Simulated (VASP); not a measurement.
# Pt (Im-3m) in VASP: a series of runs

Pt is run at these levels: revPBE; tasks: single point.

Everything below comes from runs of VASP 6.6.1. Logs are shortened: lines on timing, memory, paths and dates and some standing lists are left out, and cuts for length are marked.

### 1 The cell of the first run

The structure is cubic, space group Im-3m (No. 229). Conventional cell: a = 3.178 Å, b = 3.178 Å, c = 3.178 Å, α = 90.00°, β = 90.00°, γ = 90.00°. Within 3.6 Å of Pt (site symmetry m-3m) lie 14 Pt at 2.75 to 3.18 Å.

### 2 Single point, revPBE

File INCAR:

```
SYSTEM = Pt
PREC = Accurate ; ENCUT = 520
EDIFF = 1E-6 ; ISMEAR = -1
SIGMA = 0.1 ; LREAL = .FALSE.
LASPH = .TRUE. ; NELM = 60
ALGO = Normal ; ISIF = 2
LWAVE = .FALSE. ; LCHARG = .TRUE.
GGA = RE ; LELF = .TRUE.
LVHAR = .TRUE. ; NBANDS = 11
```

File KPOINTS:

```
Automatic mesh
0
G
  14 14 14
  0 0 0
```

File POSCAR:

```
Pt
1.0
   -1.5890812009      1.5890812009      1.5890812009
    1.5890812009     -1.5890812009      1.5890812009
    1.5890812009      1.5890812009     -1.5890812009
Pt
1
Direct
    0.0000000000      0.0000000000      0.0000000000
```

Potentials or basis: VASP PAW PBE potentials, release 64 (Pt).

Command:

```
$ cat potpaw_PBE.64/Pt/POTCAR > POTCAR
$ mpirun -np 1 vasp_std > vasp.out
```

OUTCAR:

```text
SYSTEM = Pt
   PREC = Accurate
   ENCUT = 520
   EDIFF = 1E-6
   ISMEAR = -1
   LREAL = .FALSE.
   LASPH = .TRUE.
   NELM = 60
   ISIF = 2
   GGA = RE

 ion  position               nearest neighbor table
   1  0.000  0.000  0.000-

  LATTYP: Found a body centered cubic cell.
 ALAT       =     3.1781624018

  Lattice vectors:

 A1 = (  -1.5890812009,   1.5890812009,   1.5890812009)
 A2 = (   1.5890812009,  -1.5890812009,   1.5890812009)
 A3 = (   1.5890812009,   1.5890812009,  -1.5890812009)

Analysis of symmetry for initial positions (statically):
=====================================================================
 Subroutine PRICEL returns:
 Original cell was already a primitive cell.

 Routine SETGRP: Setting up the symmetry group for a
 body centered cubic supercell.

 Subroutine GETGRP returns: Found 48 space group operations
 (whereof 48 operations were pure point group operations)
 out of a pool of 48 trial point group operations.

The static configuration has the point symmetry O_h .

Analysis of symmetry for dynamics (positions and initial velocities):
=====================================================================
 Subroutine PRICEL returns:
 Original cell was already a primitive cell.

 Routine SETGRP: Setting up the symmetry group for a
 body centered cubic supercell.

 Subroutine GETGRP returns: Found 48 space group operations
 (whereof 48 operations were pure point group operations)
 out of a pool of 48 trial point group operations.

The dynamic configuration has the point symmetry O_h .

 Subroutine INISYM returns: Found 48 space group operations
 (whereof 48 operations are pure point group operations),
 and found     1 'primitive' translations

----------------------------------------------------------------------------------------

                                     Primitive cell

  volume of cell :      16.0509

  direct lattice vectors                    reciprocal lattice vectors
    -1.589081201  1.589081201  1.589081201     0.000000000  0.314647231  0.314647231
     1.589081201 -1.589081201  1.589081201     0.314647231  0.000000000  0.314647231
     1.589081201  1.589081201 -1.589081201     0.314647231  0.314647231  0.000000000

  length of vectors
     2.752369377  2.752369377  2.752369377     0.444978382  0.444978382  0.444978382

  position of ions in fractional coordinates (direct lattice)
     0.000000000  0.000000000  0.000000000

  ion indices of the primitive-cell ions
   primitive index   ion index
                 1           1

----------------------------------------------------------------------------------------

 KPOINTS: Automatic mesh

Automatic generation of k-mesh.
 Grid dimensions read from file:
 generate k-points for:   14   14   14

 Generating k-lattice:

  Cartesian coordinates                     Fractional coordinates (reciprocal lattice)
     0.000000000  0.022474802  0.022474802     0.071428571  0.000000000  0.000000000
     0.022474802  0.000000000  0.022474802     0.000000000  0.071428571  0.000000000
     0.022474802  0.022474802  0.000000000     0.000000000  0.000000000  0.071428571

  Length of vectors
     0.031784170  0.031784170  0.031784170

  Shift w.r.t. Gamma in fractional coordinates (k-lattice)
     0.000000000  0.000000000  0.000000000

 Subroutine IBZKPT returns following result:
 ===========================================

 Found    104 irreducible k-points:

 Following reciprocal coordinates:
            Coordinates               Weight
  0.000000  0.000000  0.000000      1.000000
  0.071429  0.000000  0.000000     12.000000
  0.142857  0.000000  0.000000     12.000000
  0.214286  0.000000  0.000000     12.000000
  0.285714  0.000000  0.000000     12.000000
  0.357143  0.000000  0.000000     12.000000
[... 16 lines left out ...]
  0.285714  0.285714  0.000000     24.000000
  0.357143  0.285714  0.000000     24.000000
 [... further k-points ...]
   k-points           NKPTS =    104   k-points in BZ     NKDIM =    104   number of bands    NBANDS=     11
   number of dos      NEDOS =    301   number of ions     NIONS =      1
   total plane-waves  NPLWV =   8000
   dimension x,y,z NGX =    20 NGY =   20 NGZ =   20
   dimension x,y,z NGXF=    40 NGYF=   40 NGZF=   40
   ions per type =               1
   NGX,Y,Z   is equivalent  to a cutoff of  12.08, 12.08, 12.08 a.u.
   NGXF,Y,Z  is equivalent  to a cutoff of  24.16, 24.16, 24.16 a.u.
 SYSTEM =  Pt
   PREC   = accura    normal or accurate (medium, high low for compatibility)
   ISTART =      0    job   : 0-new  1-cont  2-samecut
   ICHARG =      2    charge: 1-file 2-atom 10-const
   ISPIN  =      1    spin polarized calculation?
   LNONCOLLINEAR =      F non collinear calculations
   LSORBIT =      F    spin-orbit coupling
   LASPH  =      T    aspherical Exc in radial PAW
   ENCUT  =  520.0 eV  38.22 Ry    6.18 a.u.   5.12  5.12  5.12*2*pi/ulx,y,z
   NELM   =     60;   NELMIN=  2; NELMDL= -5     # of ELM steps
   EDIFF  = 0.1E-05   stopping-criterion for ELM
   LREAL  =      F    real-space projection
   EDIFFG = 0.1E-04   stopping-criterion for IOM
   NSW    =      0    number of steps for IOM
   IBRION =     -1    ionic relax: 0-MD 1-quasi-New 2-CG
   NFREE  =      0    steps in history (QN), initial steepest desc. (CG)
   ISIF   =      2    stress and relaxation
   ISYM   =      2    0-nonsym 1-usesym 2-fastsym
   POTIM  = 0.5000    time-step for ionic-motion
   TEBEG  =    0.0;   TEEND  =   0.0 temperature during run
   PSTRESS=    0.0 pullay stress
   NELECT =      10.0000    total number of electrons
   NUPDOWN=      -1.0000    fix difference up-down
   EMIN   =  10.00;   EMAX   =-10.00  energy-range for DOS
   EFERMI =   0.00;   METHOD = LEGACY
   ISMEAR =    -1;   SIGMA  =   0.10  broadening in eV -4-tet -1-fermi 0-gaus
   EFERMI_NEDOS =   21; number of points for ismear=-14 and -15
   IALGO  =     38    algorithm
   IMIX   =      4    mixing-type and parameters
     AMIX     =   0.40;   BMIX     =  1.00
     AMIX_MAG =   1.60;   BMIX_MAG =  1.00
  volume/ion in A,a.u.               =      16.05       108.32
  Fermi-wavevector in a.u.,A,eV,Ry     =   1.398220  2.642252 26.599638  1.955018
  Thomas-Fermi vector in A             =   2.521399
   LORBIT       =      0    0 simple, 1 ext, 2 COOP (PROOUT), +10 PAW based schemes
   GGA     = RE    functional components
   LHFCALC =     F    Hartree Fock is set to
   AEXX    =    0.0000 exact exchange contribution
   IVDW    =     0    specifies the selected vdW correction
   LEPSILON=     F    determine dielectric tensor
   LRPA    =     F    only Hartree local field effects (RPA)
 non-spin polarized calculation
  energy-cutoff  :      520.00
  volume of cell :       16.05
 maximum number of plane-waves:       444
   NGX = 11   NGY = 11   NGZ = 11

 number of electron      10.0000001 magnetization

 Free energy of the ion-electron system (eV)
  ---------------------------------------------------
  ext. energy  EPLUGINS =         0.00000000
  ---------------------------------------------------
  free energy    TOTEN  =        -5.50045389 eV

  energy without entropy =       -5.45981445  energy(sigma->0) =       -5.48013417

 E-fermi :   9.9549     XC(G=0): -13.0661

 val. band max:        9.9524576880   @ k =  -0.3571   0.4286   0.2857
 cond. band min:       9.9702538770   @ k =  -0.4286  -0.4286   0.2857
 fundamental gap:      0.0177961890
 Fermi energy:         9.9549456749

 k-point     1 :       0.0000    0.0000    0.0000
  band No.  band energies     occupation
      1       0.6727      2.00000
      2       6.5952      2.00000
      3       6.5952      2.00000
      4       6.5952      2.00000
      5       9.0055      1.99985
      6       9.0055      1.99985
      7      27.0738      0.00000
      8      27.0738      0.00000
      9      27.0738      0.00000
     10      36.9164      0.00000
     11      36.9178      0.00000

 k-point     2 :       0.0714    0.0000    0.0000
  band No.  band energies     occupation
      1       0.8769      2.00000
      2       6.5165      2.00000
      3       6.5951      2.00000
      4       6.7568      2.00000
      5       8.9058      1.99994
      6       9.0109      1.99984
      7      27.1623      0.00000
      8      27.2162      0.00000
      9      27.3712      0.00000
     10      34.5273      0.00000
     11      35.0193      0.00000

 k-point     3 :       0.1429    0.0000    0.0000
  band No.  band energies     occupation
      1       1.4605      2.00000
      2       6.3030      2.00000
      3       6.5792      2.00000
      4       7.2292      2.00000
      5       8.7016      1.99999
      6       9.0310      1.99981
      7      27.1665      0.00000
      8      27.1844      0.00000
      9      28.2285      0.00000
     10      32.8149      0.00000
     11      32.8335      0.00000

 k-point     4 :       0.2143    0.0000    0.0000
  band No.  band energies     occupation
      1       2.3088      2.00000
      2       6.0103      2.00000
      3       6.5714      2.00000
      4       7.9720      2.00000
      5       8.5841      2.00000
      6       9.0734      1.99970
      7      25.6427      0.00000
      8      26.5555      0.00000
      9      29.5469      0.00000
     10      32.1184      0.00000
     11      32.6444      0.00000

 k-point     5 :       0.2857    0.0000    0.0000
  band No.  band energies     occupation
      1       3.1295      2.00000
      2       5.7046      2.00000
      3       6.8395      2.00000
      4       8.6404      2.00000
      5       8.9050      1.99994
      6       9.1401      1.99942
      7      22.8919      0.00000
      8      25.3847      0.00000
      9      30.0940      0.00000
     10      31.1679      0.00000
     11      32.6742      0.00000

 k-point     6 :       0.3571    0.0000    0.0000
  band No.  band energies     occupation
      1       3.5371      2.00000
      2       5.4443      2.00000
      3       7.7670      2.00000
      4       8.8350      1.99997
      5       9.2194      1.99872
      6       9.8855      1.33394
      7      19.9512      0.00000
      8      24.2665      0.00000
      9      27.8793      0.00000
     10      32.8506      0.00000
     11      33.3981      0.00000

 k-point     7 :       0.4286    0.0000    0.0000
  band No.  band energies     occupation
      1       3.5947      2.00000
      2       5.2716      2.00000
      3       8.6936      1.99999
      4       9.2861      1.99751
      5       9.5212      1.97421
      6      10.6795      0.00143
      7      17.3874      0.00000
      8      23.5112      0.00000
      9      26.3092      0.00000
     10      33.8492      0.00000
     11      34.2154      0.00000

 k-point     8 :       0.5000    0.0000    0.0000
  band No.  band energies     occupation
      1       3.5815      2.00000
      2       5.2113      2.00000
      3       8.8306      1.99997
      4       9.3124      1.99677
      5      10.3187      0.05128
      6      10.9949      0.00006
      7      16.1643      0.00000
      8      23.2468      0.00000
      9      25.7301      0.00000
     10      33.9149      0.00000
     11      34.6012      0.00000
[... 141 lines left out ...]
 k-point    19 :       0.4286    0.1429    0.0000
  band No.  band energies     occupation
      1       4.0626      2.00000
      2       5.3654      2.00000
      3       7.9778      2.00000
      4       8.7787      1.99998
      5       9.8018      1.64457
      6      13.2861      0.00000
      7      15.9044      0.00000
      8      22.6002      0.00000
      9      25.0029      0.00000
     10      33.4877      0.00000
     11      33.5346      0.00000

 k-point    20 :       0.2143    0.2143    0.0000
  band No.  band energies     occupation
      1       4.2677      2.00000
      2       5.7650      2.00000
      3       6.2031      2.00000
      4       8.5250      2.00000
      5       9.3459      1.99548
      6      11.1367      0.00001
      7      20.6449      0.00000
      8      23.2643      0.00000
      9      26.5170      0.00000
     10      30.5558      0.00000
     11      34.8379      0.00000

 k-point    21 :       0.2857    0.2143   -0.0000
  band No.  band energies     occupation
      1       4.4984      2.00000
      2       5.6340      2.00000
      3       6.6906      2.00000
      4       8.7105      1.99999
      5       9.4144      1.99106
      6      12.6795      0.00000
      7      18.3513      0.00000
      8      21.8511      0.00000
      9      25.9405      0.00000
     10      31.3175      0.00000
     11      34.3649      0.00000

 k-point    22 :       0.3571    0.2143    0.0000
  band No.  band energies     occupation
      1       4.5029      2.00000
      2       5.5682      2.00000
      3       7.1165      2.00000
      4       8.8366      1.99997
      5       9.5728      1.95716
      6      14.2757      0.00000
      7      16.2797      0.00000
      8      20.9762      0.00000
      9      25.6462      0.00000
     10      32.2354      0.00000
     11      33.4080      0.00000

 k-point    23 :       0.2857    0.2857    0.0000
  band No.  band energies     occupation
      1       4.7244      2.00000
      2       5.8001      2.00000
      3       6.5924      2.00000
      4       8.9171      1.99994
      5       9.4130      1.99118
      6      14.4003      0.00000
      7      17.0933      0.00000
      8      19.9025      0.00000
      9      26.0997      0.00000
     10      31.5636      0.00000
     11      33.3808      0.00000

 k-point    24 :       0.3571    0.2857    0.0000
  band No.  band energies     occupation
      1       4.7724      2.00000
      2       5.9123      2.00000
      3       6.5337      2.00000
      4       9.0626      1.99973
      5       9.3938      1.99272
      6      15.4886      0.00000
      7      16.4726      0.00000
      8      18.8566      0.00000
      9      26.2066      0.00000
     10      32.0567      0.00000
     11      32.5454      0.00000

 [... further k-points ...]
[... 5 lines left out ...]
  --------------------------------------------------------------------------------------
  -------------------------------------------------------------------------------------
  Total       -0.0461222     -0.0461222     -0.0461222     -0.0000000      0.0000000      0.0000000
  in kB       -4.6038601     -4.6038601     -4.6038601     -0.0000000      0.0000000      0.0000000
  external PRESSURE =      -4.6038601 kB  Pullay stress =       0.0000000 kB

 VOLUME and BASIS-vectors are now :
 -----------------------------------------------------------------------------
  energy-cutoff  :      520.00
  volume of cell :       16.05
      direct lattice vectors                 reciprocal lattice vectors
    -1.589081201  1.589081201  1.589081201     0.000000000  0.314647231  0.314647231
     1.589081201 -1.589081201  1.589081201     0.314647231  0.000000000  0.314647231
     1.589081201  1.589081201 -1.589081201     0.314647231  0.314647231  0.000000000

 POSITION                                       TOTAL-FORCE (eV/Angst)
 -----------------------------------------------------------------------------------
      0.00000      0.00000      0.00000        -0.000000      0.000000     -0.000000
 -----------------------------------------------------------------------------------
    total drift:                                0.000000     -0.000000     -0.000000

  FREE ENERGIE OF THE ION-ELECTRON SYSTEM (eV)
  ---------------------------------------------------
  free  energy   TOTEN  =        -5.5004538855 eV

  energy  without entropy=       -5.4598144457  energy(sigma->0) =       -5.48013417
```

It took 26 s on 1 thread of AMD EPYC 7R43 (Zen 3), shared host; peak memory 0.1 GiB.

What came out:

| Item | Value |
| --- | --- |
| Free energy | -5.5005 eV |
| Pressure | -0.5 GPa |
| Band gap on the k mesh | zero (band 5 reaches 10.97 eV, above the bottom of band 6 at 8.86 eV) |

Caveat: the PAW data sets were made with another functional, which shifts forces and pressure a little; spin-orbit coupling is left out, which moves the levels of the heavy elements.

(Part 1 of 2 ends here.)
